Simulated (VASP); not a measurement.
Input of a VASP 6.6.1 run:

Contents of INCAR:

```
ALGO = Normal
EDIFF = 1E-7
EDIFFG = -0.005
ENCUT = 500
GGA = PE
GGA_COMPAT = F
IBRION = 2
ISIF = 3
ISMEAR = -1
LASPH = T
LCHARG = F
LREAL = F
LWAVE = F
NELM = 120
NELMIN = 4
NSW = 60
PREC = Accurate
PSTRESS = 0.16
SIGMA = 0.05
```

KPOINTS

```
k-points
0
Gamma
  10 10 5
```

Contents of POSCAR:

```
ZnS
1.0
    3.8371503494      0.0000000000      0.0000000000
   -1.9185751747      3.3230696807      0.0000000000
    0.0000000000      0.0000000000      6.2545550695
Zn S
2 2
Direct
    0.3333333333      0.6666666667      0.0000000000
    0.6666666667      0.3333333333      0.5000000000
    0.3333333333      0.6666666667      0.3760000000
    0.6666666667      0.3333333333      0.8760000000
```

Potentials or basis: VASP PAW PBE potentials, release 64 (Zn, S).

The run is started by

```sh
$ cat potpaw_PBE.64/Zn/POTCAR potpaw_PBE.64/S/POTCAR > POTCAR
$ mpirun -np 1 vasp_std > vasp.out
```

Predict the relaxed volume.

20.21 Å³/atom.

Predict the relaxed cell.

a = 3.847 Å, b = 3.847 Å, c = 6.308 Å, α = 90.00°, β = 90.00°, γ = 120.00°.

The path:
| step | energy change (eV) | largest force (eV/Å) | pressure (GPa) | volume (Å³) |
| --- | --- | --- | --- | --- |
| 1 | 0.0000 | 0.0165 | 1.04 | 79.75 |
| 2 | -0.0038 | 0.0220 | -0.28 | 81.23 |
| 3 | -0.0040 | 0.0212 | 0.00 | 80.92 |
| 4 | -0.0040 | 0.0212 | -0.02 | 80.94 |
| 5 | -0.0041 | 0.0180 | -0.05 | 80.92 |
| 6 | -0.0043 | 0.0102 | 0.03 | 80.89 |
| 7 | -0.0043 | 0.0108 | 0.00 | 80.89 |
| 8 | -0.0043 | 0.0022 | 0.04 | 80.85 |

Caveat: the cell is relaxed towards a set pressure, so the run minimises the enthalpy, not the energy.
